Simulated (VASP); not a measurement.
Write the native input for VASP 6.6.1 that does the following.

```
Task                   : single point
Functional             : PBE
Potentials or basis    : VASP PAW PBE potentials, release 64 (Cd, S)
Cutoff                 : 520 eV
k mesh                 : 8 × 8 × 8
Occupations            : gaussian, width 0.013 eV
Spin                   : no spin polarisation
Dipole correction      : no
Further INCAR settings : ALGO = Normal; EDIFF = 1e-07; NBANDS = 16
```

The structure of CdS lies in POSCAR:

```
CdS
1.0
    0.0000000000      2.9165000000      2.9165000000
    2.9165000000      0.0000000000      2.9165000000
    2.9165000000      2.9165000000      0.0000000000
Cd S
1 1
Direct
    0.0000000000      0.0000000000      0.0000000000
    0.7500000000      0.7500000000      0.7500000000
```

One way to write it, as run:

INCAR

```
SYSTEM = CdS
PREC     = Accurate       ! precision mode
ENCUT    = 520            ! plane-wave cutoff, eV
EDIFF    = 1E-7           ! SCF threshold, eV
ISMEAR   = 0              ! smearing method
SIGMA    = 0.013000000000000001 ! smearing width, eV
LREAL    = .False.        ! projectors in reciprocal space
LASPH    = .True.         ! aspherical terms in the spheres
NELM     = 80             ! most SCF steps
ALGO     = Normal         ! electronic algorithm
ISIF     = 2              ! what is computed and relaxed
LWAVE    = .False.        ! write WAVECAR
LCHARG   = .False.        ! write CHGCAR
GGA      = PE             ! functional
NBANDS   = 16             ! bands
```

KPOINTS

```
regular mesh
0
Gamma
  8 8 8
  0 0 0
```

Potentials or basis: VASP PAW PBE potentials, release 64 (Cd, S).

Command:

```sh
$ cat potpaw_PBE.64/Cd/POTCAR potpaw_PBE.64/S/POTCAR > POTCAR
$ mpirun -np 1 vasp_std > vasp.out
```

Results of the run:

```yaml
Pressure: 3.2 GPa
Band_gap_on_the_k_mesh: 1.15 eV
```

Caveat: the cell stands under pressure.

Run time: 33 s on 1 thread of Intel Xeon 8259CL, on a shared host, peak memory 0.18 GiB.
